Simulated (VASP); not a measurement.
Ta3N:

```
Ta N
1.0
     2.97032    0.00000    0.00000
    -1.48516    2.57238    0.00000
     0.00000    0.00000    7.37054
Ta N
3 1
Direct
  0.66667 0.33333 0.82607
  0.33333 0.66667 0.17393
  0.00000 0.00000 0.50000
  0.00000 0.00000 0.00000
```

Base run:

| Item | Value |
| --- | --- |
| Program | VASP 6.6.1 |
| Functional | PBEsol |
| Potentials or basis | VASP PAW PBE potentials, release 64 (Ta_pv, N) |
| Cutoff | 520 eV |
| k mesh | 10 × 10 × 4 |
| Occupations | fermi-dirac, width 0.05 eV |
| Spin | no spin polarisation |

Its results: band gap on the k mesh zero (band 19 reaches 7.55 eV, above the bottom of band 20 at 6.77 eV); pressure 8.8 GPa; largest force 0.086 eV/Å.

Problem. After a change of settings the same cell gave: band gap on the k mesh zero (band 22 reaches 12.37 eV, above the bottom of band 23 at 11.59 eV); pressure 8.1 GPa; largest force 0.069 eV/Å. Which change was it?
A. functional from PBEsol to PBE; further incar settings from ALGO = Normal; EDIFF = 1e-07; NBANDS = 27 to ALGO = Normal; EDIFF = 1e-06; NBANDS = 27
B. functional from PBEsol to LDA; potentials or basis from VASP PAW PBE potentials, release 64 (Ta_pv, N) to VASP PAW LDA potentials, release 64 (Ta_pv, N)
C. functional from PBEsol to r2SCAN
D. potentials or basis from VASP PAW PBE potentials, release 64 (Ta_pv, N) to VASP PAW PBE potentials, release 64 (Ta_sv_GW, N); cutoff from 520 eV to 600 eV; further incar settings from ALGO = Normal; EDIFF = 1e-07; NBANDS = 27 to ALGO = Normal; EDIFF = 1e-06; NBANDS = 30; valence electrons from 38 to 44

Solution. D.

Caveats: the PAW data sets were made with another functional, which shifts forces and pressure a little; spin-orbit coupling is left out, which moves the levels of the heavy elements.
